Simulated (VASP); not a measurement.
# SnO2 (P6_3/mmc) in VASP: further runs

The runs below take SnO2 through single point, with PBE.

All numbers are computed with VASP 6.6.1; they aren't measurements. Logs are shortened: lines on timing, memory, paths and dates and some standing lists are left out, and cuts for length are marked.

## Step 1: The cell of the first run

The structure is hexagonal, space group P6_3/mmc (No. 194). Conventional cell: a = 3.165 Å, b = 3.165 Å, c = 10.570 Å, α = 90.00°, β = 90.00°, γ = 120.00°. Sn (site symmetry -3m) has 6 O at 2.08 Å within 2.8 Å. O (site symmetry 3m) has 3 Sn at 2.08 Å and 3 O at 2.70 Å within 2.8 Å.

## Step 2: Single point, PBE

Input file INCAR:

```
SYSTEM = SnO2
PREC = Accurate
ENCUT = 520
EDIFF = 1E-6
ISMEAR = -1
SIGMA = 0.05
LREAL = .False.
LASPH = .True.
NELM = 60
ALGO = Normal
ISIF = 2
LWAVE = .False.
LCHARG = .False.
GGA = PE
NBANDS = 35
```

Input file KPOINTS:

```
Automatic mesh
0
Gamma
  9 9 3
  0 0 0
```

Input file POSCAR:

```
SnO2
1.0
    3.1646269974      0.0000000000      0.0000000000
   -1.5823134987      2.7406473732      0.0000000000
    0.0000000000      0.0000000000     10.5702846404
Sn O
2 4
Direct
    0.0000000000      0.0000000000      0.0000000000
    0.0000000000      0.0000000000      0.5000000000
    0.3333333333      0.6666666667      0.9058620000
    0.3333333333      0.6666666667      0.5941380000
    0.6666666667      0.3333333333      0.0941380000
    0.6666666667      0.3333333333      0.4058620000
```

Potentials or basis: VASP PAW PBE potentials, release 64 (Sn_d, O).

On the command line:

```sh
$ cat potpaw_PBE.64/Sn_d/POTCAR potpaw_PBE.64/O/POTCAR > POTCAR
$ mpirun -np 1 vasp_std > vasp.out
```

OUTCAR:

```text
SYSTEM = SnO2
   PREC = Accurate
   ENCUT = 520
   EDIFF = 1E-6
   ISMEAR = -1
   LREAL = .False.
   LASPH = .True.
   NELM = 60
   ISIF = 2
   GGA = PE

 ion  position               nearest neighbor table
   1  0.000  0.000  0.000-   3 2.08   5 2.08   3 2.08   5 2.08   5 2.08   3 2.08
   2  0.000  0.000  0.500-   4 2.08   6 2.08   4 2.08   6 2.08   6 2.08   4 2.08
   3  0.333  0.667  0.906-   1 2.08   1 2.08   1 2.08
   4  0.333  0.667  0.594-   2 2.08   2 2.08   2 2.08
   5  0.667  0.333  0.094-   1 2.08   1 2.08   1 2.08
   6  0.667  0.333  0.406-   2 2.08   2 2.08   2 2.08

  LATTYP: Found a hexagonal cell.
 ALAT       =     3.1646269974
 C/A-ratio  =     3.3401360252

  Lattice vectors:

 A1 = (   3.1646269974,   0.0000000000,   0.0000000000)
 A2 = (  -1.5823134987,   2.7406473732,   0.0000000000)
 A3 = (   0.0000000000,   0.0000000000,  10.5702846404)

Analysis of symmetry for initial positions (statically):
=====================================================================
 Subroutine PRICEL returns:
 Original cell was already a primitive cell.

 Routine SETGRP: Setting up the symmetry group for a
 hexagonal supercell.

 Subroutine GETGRP returns: Found 24 space group operations
 (whereof 12 operations were pure point group operations)
 out of a pool of 24 trial point group operations.

The static configuration has the point symmetry D_3d.
 The point group associated with its full space group is D_6h.

Analysis of symmetry for dynamics (positions and initial velocities):
=====================================================================
 Subroutine PRICEL returns:
 Original cell was already a primitive cell.

 Routine SETGRP: Setting up the symmetry group for a
 hexagonal supercell.

 Subroutine GETGRP returns: Found 24 space group operations
 (whereof 12 operations were pure point group operations)
 out of a pool of 24 trial point group operations.

The dynamic configuration has the point symmetry D_3d.
 The point group associated with its full space group is D_6h.

 Subroutine INISYM returns: Found 24 space group operations
 (whereof 12 operations are pure point group operations),
 and found     1 'primitive' translations

----------------------------------------------------------------------------------------

                                     Primitive cell

  volume of cell :      91.6774
[... 96 lines left out ...]
   EDIFF  = 0.1E-05   stopping-criterion for ELM
   LREAL  =      F    real-space projection
   EDIFFG = 0.1E-04   stopping-criterion for IOM
   NSW    =      0    number of steps for IOM
   IBRION =     -1    ionic relax: 0-MD 1-quasi-New 2-CG
   NFREE  =      0    steps in history (QN), initial steepest desc. (CG)
   ISIF   =      2    stress and relaxation
   ISYM   =      2    0-nonsym 1-usesym 2-fastsym
   POTIM  = 0.5000    time-step for ionic-motion
   TEBEG  =    0.0;   TEEND  =   0.0 temperature during run
   PSTRESS=    0.0 pullay stress
   NELECT =      52.0000    total number of electrons
   NUPDOWN=      -1.0000    fix difference up-down
   EMIN   =  10.00;   EMAX   =-10.00  energy-range for DOS
   EFERMI =   0.00;   METHOD = LEGACY
   ISMEAR =    -1;   SIGMA  =   0.05  broadening in eV -4-tet -1-fermi 0-gaus
   EFERMI_NEDOS =   21; number of points for ismear=-14 and -15
   IALGO  =     38    algorithm
   IMIX   =      4    mixing-type and parameters
     AMIX     =   0.40;   BMIX     =  1.00
     AMIX_MAG =   1.60;   BMIX_MAG =  1.00
  volume/ion in A,a.u.               =      15.28       103.11
  Fermi-wavevector in a.u.,A,eV,Ry     =   1.355153  2.560869 24.986297  1.836441
  Thomas-Fermi vector in A             =   2.482265
   LORBIT       =      0    0 simple, 1 ext, 2 COOP (PROOUT), +10 PAW based schemes
   GGA     = PE    functional components
   LHFCALC =     F    Hartree Fock is set to
   AEXX    =    0.0000 exact exchange contribution
   IVDW    =     0    specifies the selected vdW correction
   LEPSILON=     F    determine dielectric tensor
   LRPA    =     F    only Hartree local field effects (RPA)
 non-spin polarized calculation
  energy-cutoff  :      520.00
  volume of cell :       91.68
 maximum number of plane-waves:      2490
 NGX is ok and might be reduce to    24
   NGX = 11   NGY = 11   NGZ = 39

 number of electron      51.9999989 magnetization

 Free energy of the ion-electron system (eV)
  ---------------------------------------------------
  ext. energy  EPLUGINS =         0.00000000
  ---------------------------------------------------
  free energy    TOTEN  =       -36.18184114 eV

  energy without entropy =      -36.18184114  energy(sigma->0) =      -36.18184114

 E-fermi :   3.7970     XC(G=0):  -9.4708

 val. band max:        2.6515736844   @ k =   0.2222   0.2222   0.0000
 cond. band min:       5.1284796888   @ k =   0.0000   0.0000   0.0000
 fundamental gap:      2.4769060043
 Fermi energy:         3.7969907957

 k-point     1 :       0.0000    0.0000    0.0000
  band No.  band energies     occupation
      1     -17.4284      2.00000
      2     -17.4265      2.00000
      3     -17.1036      2.00000
      4     -17.1036      2.00000
      5     -17.1036      2.00000
      6     -17.1036      2.00000
[... 901 lines left out ...]
     34      13.3696      0.00000
     35      14.9025      0.00000

------------------------ aborting loop because EDIFF is reached ----------------------------------------

  FORCE on cell =-STRESS in cart. coord.  units (eV):
  Direction    XX          YY          ZZ          XY          YZ          ZX
  --------------------------------------------------------------------------------------
  -------------------------------------------------------------------------------------
  Total        6.2073006      6.2073006      3.3106875      0.0000000      0.0000000      0.0000000
  in kB      108.4803278    108.4803278     57.8583968      0.0000000      0.0000000      0.0000000
  external PRESSURE =      91.6063508 kB  Pullay stress =       0.0000000 kB

 VOLUME and BASIS-vectors are now :
 -----------------------------------------------------------------------------
  energy-cutoff  :      520.00
  volume of cell :       91.68
      direct lattice vectors                 reciprocal lattice vectors
     3.164626997  0.000000000  0.000000000     0.315993007  0.182438647  0.000000000
    -1.582313499  2.740647373  0.000000000     0.000000000  0.364877295  0.000000000
     0.000000000  0.000000000 10.570284640     0.000000000  0.000000000  0.094604832

 POSITION                                       TOTAL-FORCE (eV/Angst)
 -----------------------------------------------------------------------------------
      0.00000      0.00000      0.00000         0.000000      0.000000     -0.000000
      0.00000      0.00000      5.28514         0.000000      0.000000     -0.000000
     -0.00000      1.82710      9.57522        -0.000000     -0.000000     -0.687316
     -0.00000      1.82710      6.28021        -0.000000      0.000000      0.687316
      1.58231      0.91355      0.99507         0.000000     -0.000000      0.687316
      1.58231      0.91355      4.29008        -0.000000     -0.000000     -0.687316
 -----------------------------------------------------------------------------------
    total drift:                               -0.000000      0.000000      0.000000

  FREE ENERGIE OF THE ION-ELECTRON SYSTEM (eV)
  ---------------------------------------------------
  free  energy   TOTEN  =       -36.1818411404 eV

  energy  without entropy=      -36.1818411404  energy(sigma->0) =      -36.18184114
```

OSZICAR:

```text
N       E                     dE             d eps       ncg     rms          rms(c)
DAV:   1     0.662876230645E+03    0.66288E+03   -0.25719E+04  1827   0.215E+03
DAV:   2     0.642582084150E+02   -0.59862E+03   -0.56484E+03  1872   0.603E+02
DAV:   3    -0.367294969555E+02   -0.10099E+03   -0.99701E+02  1853   0.210E+02
DAV:   4    -0.421301492912E+02   -0.54007E+01   -0.53620E+01  2088   0.538E+01
DAV:   5    -0.422768100934E+02   -0.14666E+00   -0.14648E+00  2113   0.916E+00    0.156E+01
DAV:   6    -0.361072017628E+02    0.61696E+01   -0.18229E+01  2616   0.642E+01    0.642E+00
DAV:   7    -0.362174911716E+02   -0.11029E+00   -0.21996E+00  1827   0.839E+00    0.325E+00
DAV:   8    -0.361861406710E+02    0.31351E-01   -0.16823E-01  2548   0.412E+00    0.979E-01
DAV:   9    -0.361803422303E+02    0.57984E-02   -0.36352E-02  2616   0.288E+00    0.134E-01
DAV:  10    -0.361816856830E+02   -0.13435E-02   -0.52518E-03  2158   0.709E-01    0.583E-02
DAV:  11    -0.361818289845E+02   -0.14330E-03   -0.44467E-04  2460   0.235E-01    0.177E-02
DAV:  12    -0.361818431913E+02   -0.14207E-04   -0.60214E-05  2195   0.494E-02    0.147E-02
DAV:  13    -0.361818415609E+02    0.16305E-05   -0.12723E-05  2236   0.543E-02    0.109E-03
DAV:  14    -0.361818411404E+02    0.42041E-06   -0.10047E-06  1397   0.863E-03
   1 F= -.36181841E+02 E0= -.36181841E+02  d E =-.443293E-10
```

stdout:

```text
POSCAR found type information on POSCAR SnO
 POSCAR found :  2 types and       6 ions
 scaLAPACK will be used
 LDA part: xc-table for (Slater+PW92), standard interpolation
 POSCAR, INCAR and KPOINTS ok, starting setup
 FFT: planning ... GRIDC
 FFT: planning ... GRID_SOFT
 FFT: planning ... GRID
 WAVECAR not read
 entering main loop
```

Run time: 60 s. Hardware: 1 thread of Intel Xeon Platinum 8259CL at 2.50GHz (Skylake/Cascade Lake), shared host; peak memory 0.23 GiB.

What came out:

```yaml
Free_energy: -36.1818 eV
Pressure: 9.2 GPa
Largest_force: 0.687 eV/Å
Band_gap_on_the_k_mesh: 2.48 eV (least direct gap 2.97 eV)
```

Forces in eV/Å, atoms in the order of the input:
```
Sn   0.000  0.000  0.000
Sn   0.000  0.000  0.000
O    0.000  0.000 -0.687
O    0.000  0.000  0.687
O    0.000  0.000  0.687
O    0.000  0.000 -0.687
```

Levels at points of the mesh, in eV from the valence-band top:
```
           k point  band 22  band 23  band 24  band 25  band 26  band 27  band 28  band 29  band 30  band 31
(0.00, 0.00, 0.00)    -0.88    -0.88    -0.85    -0.85    -0.49     2.48     3.26     5.75     6.12    10.43
```

Caveat: the stress differs along the axes, from 6 to 11 GPa; spin-orbit coupling is left out, which moves the levels of the heavy elements. A k mesh can miss the band edges.

## Step 3: Single point, PBE

This run uses another cell than the first one, of 15.60 Å³/atom.

Input file INCAR:

```
PREC     = Accurate       # precision mode
ENCUT    = 520            # plane-wave cutoff, eV
EDIFF    = 1E-7           # SCF threshold, eV
ISMEAR   = -1             # smearing method
SIGMA    = 0.05           # smearing width, eV
LREAL    = False          # projectors in reciprocal space
LASPH    = True           # aspherical terms in the spheres
NELM     = 80             # most SCF steps
ALGO     = Normal         # electronic algorithm
ISIF     = 2              # what is computed and relaxed
LWAVE    = False          # write WAVECAR
LCHARG   = False          # write CHGCAR
GGA      = PE             # functional
NBANDS   = 35             # bands
```

Input file KPOINTS:

```
Automatic mesh
0
Gamma
  9 9 3
```

Edit POSCAR of step 2 so:

```diff
@@ -2,5 +2,5 @@
 1.0
-    3.1646269974      0.0000000000      0.0000000000
-   -1.5823134987      2.7406473732      0.0000000000
-    0.0000000000      0.0000000000     10.5702846404
+    3.1869138373      0.0000000000      0.0000000000
+   -1.5934569186      2.7599483428      0.0000000000
+    0.0000000000      0.0000000000     10.6447257173
 Sn O
```

Potentials or basis: VASP PAW PBE potentials, release 64 (Sn_d, O).

On the command line:

```sh
$ cat potpaw_PBE.64/Sn_d/POTCAR potpaw_PBE.64/O/POTCAR > POTCAR
$ mpirun -np 1 vasp_std > vasp.out
```

Run time: 71 s. Hardware: 1 thread of Intel Xeon Platinum 8259CL at 2.50GHz (Skylake/Cascade Lake), shared host; peak memory 0.22 GiB.

Results (log left out):

```
Free energy            : -36.2746 eV
Pressure               : 5.8 GPa
Largest force          : 0.421 eV/Å
Band gap on the k mesh : 2.34 eV (least direct gap 2.80 eV)
```

Forces in eV/Å, atoms in the order of the input:
```
Sn   0.000  0.000  0.000
Sn   0.000  0.000  0.000
O    0.000  0.000 -0.421
O    0.000  0.000  0.421
O    0.000  0.000  0.421
O    0.000  0.000 -0.421
```

Stress tensor (GPa, compression positive):
```
6.79 0.00 0.00
0.00 6.79 0.00
0.00 0.00 3.77
```

Levels at points of the mesh, in eV from the valence-band top:
| k point | band 23 | band 24 | band 25 | band 26 | band 27 | band 28 | band 29 | band 30 |
| --- | --- | --- | --- | --- | --- | --- | --- | --- |
| (0.00, 0.00, 0.00) | -0.89 | -0.86 | -0.86 | -0.46 | 2.34 | 3.10 | 5.63 | 6.00 |

Caveat: the cell stands under pressure; spin-orbit coupling is left out, which moves the levels of the heavy elements.
